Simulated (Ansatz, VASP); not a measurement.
## BaS: VASP beside Ansatz

```
Ba S
1.0
     4.36738    0.00415    0.00216
     0.00728    7.55103   -0.00285
     0.00394   -0.00293    7.95736
Ba S
4 4
Direct
  0.49923 0.49943 0.24877
  0.49924 0.50085 0.74881
  0.00100 0.99931 0.25113
  0.00141 0.00097 0.75111
  0.50217 0.16694 0.00036
  0.50068 0.16630 0.50039
  0.99817 0.66668 0.99986
  0.99810 0.66619 0.49958
```

Change from the starting cell: cell x4, atoms moved at random (sigma 0.15 Å) and cell strained at random (1.5 %), then relaxed without symmetry.

Alike in both runs: functional PBE; k mesh 4 × 2 × 2; occupations gaussian, width 0.1 eV; no spin polarisation.

Ansatz relaxed the structure, and its values are those at the end. VASP's run is a single point on that final structure, the one shown.

|  | VASP | Ansatz |
| --- | --- | --- |
| version | VASP 6.6.1 | Ansatz 0.2.0 |
| potentials or method | VASP PAW PBE potentials, release 64 (Ba_sv, S), cutoff 520 eV | scalar-relativistic, plane waves, PAW |
| valence electrons in the cell | 64 | 64 |

VASP gave:

```
gap on the k mesh at the Fermi level (eV) : 1.96
least direct gap on the mesh (eV)         : 1.96
pressure (GPa)                            : 0.7
rms of the force components (eV/Å)        : 0.009
```

Task: Which values does Ansatz return?

Result: gap on the k mesh at the Fermi level (eV): 2.03; least direct gap on the mesh (eV): 2.03; pressure (GPa): 0.0; rms of the force components (eV/Å): 0.008.

The functional is the same, so the differences come from potentials, cutoffs and numerics.

Neither program's run includes spin-orbit coupling.
